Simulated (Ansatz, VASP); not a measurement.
**MnS: VASP beside Ansatz**

```
Mn S
1.0
     0.00000    2.72943    2.72943
     2.72943    0.00000    2.72943
     2.72943    2.72943    0.00000
Mn S
1 1
Direct
  0.00000 0.00000 0.00000
  0.75000 0.75000 0.75000
```

Alike in both runs: functional PBEsol; k mesh 14 × 14 × 14; occupations gaussian, width 0.2 eV; collinear spin.

Ansatz relaxed the structure, and its values are those at the end. VASP's run is a single point on that final structure, the one shown.

|  | VASP | Ansatz |
| --- | --- | --- |
| version | VASP 6.6.1 | Ansatz 0.2.0 |
| potentials or method | VASP PAW PBE potentials, release 64 (Mn_pv, S), cutoff 520 eV | scalar-relativistic, plane waves, PAW |
| valence electrons in the cell | 19 | 21 |

|  | VASP | Ansatz | Ansatz less VASP |
| --- | --- | --- | --- |
| gap on the k mesh at the Fermi level (eV) | none | none | - |
| pressure (GPa) | 0.2 | 0.0 | -0.16 |
| net moment per atom (μB) | 2.29 | 2.29 | -0.001 |
| size of the moment on the site where the two differ most (μB) | 4.09 | 3.88 | -0.209 |

VASP's potentials were made for PBE, not for PBEsol. Site moments also hang on the region over which each program counts them. A gap of «none» marks a metal or a gap that the smearing closes. With one functional, cell and mesh, what is left measures potentials, basis and numerics. VASP's potentials hold 19 valence electrons a cell and Ansatz's 21, so a difference there can come from the potentials and not from the codes.
